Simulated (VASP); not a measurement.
A run of VASP 6.6.1:

INCAR

```
PREC = Accurate
ENCUT = 420
EDIFF = 1E-6
ISMEAR = -1
SIGMA = 0.05
LREAL = Auto
LASPH = True
NELM = 200
ALGO = Normal
ISIF = 2
LWAVE = False
LCHARG = False
ISPIN = 2
MAGMOM = 0 0 0 0 0 0 0 0 0 0 0 0 0 0 0 0 0 0 0 0 0 0 0 0 0 0 0.091 0 0 0 0.091 0 0 0 0 0 0 0 0 0 0.091 0 0.091 0 0 0 0 0 0 0.091 0.091 0 0 0 0 0 0 0 0 0 0 0 0 0.091 0 0 0 0 0 0 0 0.091 0 0 0 0.091 0 0 0 0 0 0 0 0.091 0 0 0 0 0 0 0 0 0 0 0 0.091
LORBIT = 11
GGA = PS
ISYM = -1
NBANDS = 186
GGA_COMPAT = False
KPAR = 1
```

The input KPOINTS:

```
explicit points
1
Reciprocal
  0.25000000   0.25000000   0.25000000 1
```

POSCAR

```
Mg63Si32B
1.0
   12.6494980000      0.0000000000      0.0000000000
    0.0000000000     12.6494980000      0.0000000000
    0.0000000000      0.0000000000     12.6494980000
Mg B Si
63 1 32
Direct
    0.3749070000      0.1247670000      0.1246360000
    0.3752050000      0.1256580000      0.6250270000
    0.3752950000      0.6251390000      0.1258270000
    0.8753880000      0.1251300000      0.1249050000
    0.8749590000      0.1248300000      0.6240870000
    0.8750230000      0.6247170000      0.1246540000
    0.8754730000      0.6251690000      0.6249090000
    0.1255070000      0.3752340000      0.1240140000
    0.1290990000      0.3790460000      0.6244780000
    0.1249120000      0.8752800000      0.1258510000
    0.1297020000      0.8714340000      0.6257790000
    0.6255550000      0.3750340000      0.1259440000
    0.6215520000      0.3795920000      0.6254980000
    0.6249920000      0.8751130000      0.1238470000
    0.6208560000      0.8709500000      0.6228610000
    0.1252040000      0.1244380000      0.3748800000
    0.1251930000      0.1260920000      0.8749290000
    0.1290230000      0.6248850000      0.3788160000
    0.1298560000      0.6261050000      0.8713150000
    0.6252080000      0.1260640000      0.3745400000
    0.6251860000      0.1238870000      0.8746200000
    0.6215010000      0.6256910000      0.3793420000
    0.6209290000      0.6230710000      0.8706770000
    0.1249920000      0.1248700000      0.1244780000
    0.1254500000      0.1250460000      0.6247200000
    0.1255770000      0.6250550000      0.1247420000
    0.1224220000      0.6257810000      0.6255850000
    0.6254900000      0.1245390000      0.1245010000
    0.6247250000      0.1250050000      0.6246890000
    0.6248430000      0.6248600000      0.1248940000
    0.6291910000      0.6251040000      0.6248210000
    0.3751010000      0.3788760000      0.3784600000
    0.3760210000      0.3799480000      0.8708690000
    0.3759770000      0.8714850000      0.3794000000
    0.3732520000      0.8710600000      0.8706250000
    0.8743480000      0.3754110000      0.3749160000
    0.8759980000      0.3751760000      0.8749930000
    0.8760730000      0.8752310000      0.3748720000
    0.8739140000      0.8751800000      0.8749180000
    0.3751140000      0.3754650000      0.1245750000
    0.3757800000      0.3727790000      0.6252450000
    0.3750680000      0.8748110000      0.1250460000
    0.3756290000      0.8797490000      0.6252250000
    0.8750020000      0.3749420000      0.1242990000
    0.8748800000      0.3753630000      0.6245830000
    0.8748850000      0.8754930000      0.1245880000
    0.8752070000      0.8746100000      0.6246020000
    0.3750220000      0.1249080000      0.3749710000
    0.3751630000      0.1251830000      0.8742080000
    0.3758930000      0.6255340000      0.3729230000
    0.3753720000      0.6254300000      0.8797670000
    0.8748920000      0.1248760000      0.3745820000
    0.8749340000      0.1248600000      0.8752010000
    0.8749290000      0.6249440000      0.3753730000
    0.8750940000      0.6251970000      0.8747210000
    0.1248540000      0.3747700000      0.3744550000
    0.1268030000      0.3768330000      0.8735680000
    0.1270040000      0.8735950000      0.3770730000
    0.1243640000      0.8756900000      0.8754310000
    0.6233780000      0.3775600000      0.3771970000
    0.6258140000      0.3743420000      0.8755150000
    0.6255390000      0.8757250000      0.3740160000
    0.6223440000      0.8724020000      0.8721400000
    0.3696630000      0.6200990000      0.6188900000
    0.9998000000      0.0001800000      0.9998180000
    0.0018980000      0.9983800000      0.5003690000
    0.0019150000      0.5006490000      0.9980750000
    0.9999030000      0.4999220000      0.4997650000
    0.4990820000      0.9981560000      0.9978110000
    0.5006710000      0.0012280000      0.4992880000
    0.5007140000      0.4994120000      0.0010220000
    0.4840830000      0.5177070000      0.5176150000
    0.2508920000      0.2518050000      0.9979730000
    0.2499650000      0.2497270000      0.4997020000
    0.2495160000      0.7506400000      0.0011340000
    0.2684310000      0.7336000000      0.5181140000
    0.7501860000      0.2495450000      0.9999130000
    0.7486310000      0.2515940000      0.5002420000
    0.7479800000      0.7491980000      0.9979300000
    0.7508520000      0.7506080000      0.4993820000
    0.2504810000      0.9984090000      0.2515930000
    0.2496220000      0.0011460000      0.7504880000
    0.2499080000      0.4999850000      0.2496960000
    0.2687240000      0.5188770000      0.7329650000
    0.7502960000      0.0001570000      0.2493670000
    0.7482270000      0.9981880000      0.7487460000
    0.7487060000      0.5005540000      0.2513640000
    0.7512300000      0.4995560000      0.7502120000
    0.0000330000      0.2501160000      0.2496540000
    0.0016370000      0.2517240000      0.7490830000
    0.0015770000      0.7492870000      0.2514330000
    0.9993190000      0.7506870000      0.7506040000
    0.4994590000      0.2515920000      0.2512910000
    0.5008980000      0.2495600000      0.7505390000
    0.5006670000      0.7507020000      0.2494300000
    0.4816060000      0.7315070000      0.7312940000
```

Potentials or basis: VASP PAW PBE potentials, release 64 (Mg, B, Si).

Run with:

```sh
$ cat potpaw_PBE.64/Mg/POTCAR potpaw_PBE.64/B/POTCAR potpaw_PBE.64/Si/POTCAR > POTCAR
$ mpirun -np 4 vasp_std > vasp.out
```

Hardware: 4 MPI ranks on AMD EPYC 7R13 Processor (Zen 3), on a shared host.

Q: Estimate the wall time of this run.

A: It took 6.3 min on 4 MPI ranks on AMD EPYC 7R13 Processor (Zen 3), with other jobs on the host, peak memory 0.69 GiB a rank. Counts: scf iterations 16, k points 1.
